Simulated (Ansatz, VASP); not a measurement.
# Nb: VASP beside Ansatz

```
CELL_PARAMETERS angstrom
0.00000 1.94580 1.94580
1.94580 0.00000 1.94580
1.94580 1.94580 0.00000
ATOMIC_POSITIONS crystal
Nb 0.00000 0.00000 0.00000
```

Change from the starting cell: strain -0.080 along x and y, -0.080 along z, atoms carried along.

Alike in both runs: task single point; functional r2SCAN; k mesh 20 × 20 × 20; occupations gaussian, width 0.15 eV; no spin polarisation.

|  | VASP | Ansatz |
| --- | --- | --- |
| version | VASP 6.6.1 | Ansatz 0.2.0 |
| potentials or method | VASP PAW PBE potentials, release 64 (Nb_sv), cutoff 520 eV | scalar-relativistic, plane waves, PAW |
| valence electrons in the cell | 13 | 13 |

|  | VASP | Ansatz | Ansatz less VASP |
| --- | --- | --- | --- |
| gap on the k mesh at the Fermi level (eV) | none | none | - |
| pressure (GPa) | 59.5 | 59.7 | +0.18 |

VASP's potentials were made for PBE, not for r2SCAN. A gap of «none» marks a metal or a gap that the smearing closes. Both programs put the cell under a high pressure, so it lies far from rest at this level.
